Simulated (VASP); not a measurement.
Wanted: the native input for a VASP 6.6.1 run.

```
Task                   : single point
Functional             : LDA
Potentials or basis    : VASP PAW LDA potentials, release 64 (Os_sv_GW)
Cutoff                 : 560 eV
k mesh                 : 21 × 21 × 21
Occupations            : fermi-dirac, width 0.05 eV
Spin                   : no spin polarisation
Dipole correction      : no
Further INCAR settings : ALGO = Normal; EDIFF = 1e-06; NBANDS = 14
```

The structure of Os lies in POSCAR:

```
Os
1.0
    0.0000000000      1.8948567697      1.8948567697
    1.8948567697      0.0000000000      1.8948567697
    1.8948567697      1.8948567697      0.0000000000
Os
1
Direct
    0.0000000000      0.0000000000      0.0000000000
```

This isn't the form of Os at room conditions, which is hcp.

One way to write it, as run:

INCAR

```
SYSTEM = Os
PREC = Accurate ; ENCUT = 560
EDIFF = 1E-6 ; ISMEAR = -1
SIGMA = 0.05 ; LREAL = .False.
LASPH = .True. ; NELM = 120
ALGO = Normal ; ISIF = 2
LWAVE = .False. ; LCHARG = .True.
GGA = CA ; LELF = .True.
LVHAR = .True. ; NBANDS = 14
GGA_COMPAT = .False.
```

KPOINTS

```
regular mesh
0
Gamma
  21 21 21
  0 0 0
```

Potentials or basis: VASP PAW LDA potentials, release 64 (Os_sv_GW).

Launch:

```console
$ cat potpaw_LDA.64/Os_sv_GW/POTCAR > POTCAR
$ mpirun -np 1 vasp_std > vasp.out
```

It gave:

```
Pressure               : 5.1 GPa
Band gap on the k mesh : zero (bands 8 and 9 overlap by 4.32 eV)
```

Caveat: the cell stands under pressure; spin-orbit coupling is left out, which moves the levels of the heavy elements.

Run time: 50 s on 1 thread of Intel(R) Xeon(R) Platinum 8375C CPU @ 2.90GHz (Ice Lake), on a shared host, peak memory 0.19 GiB.
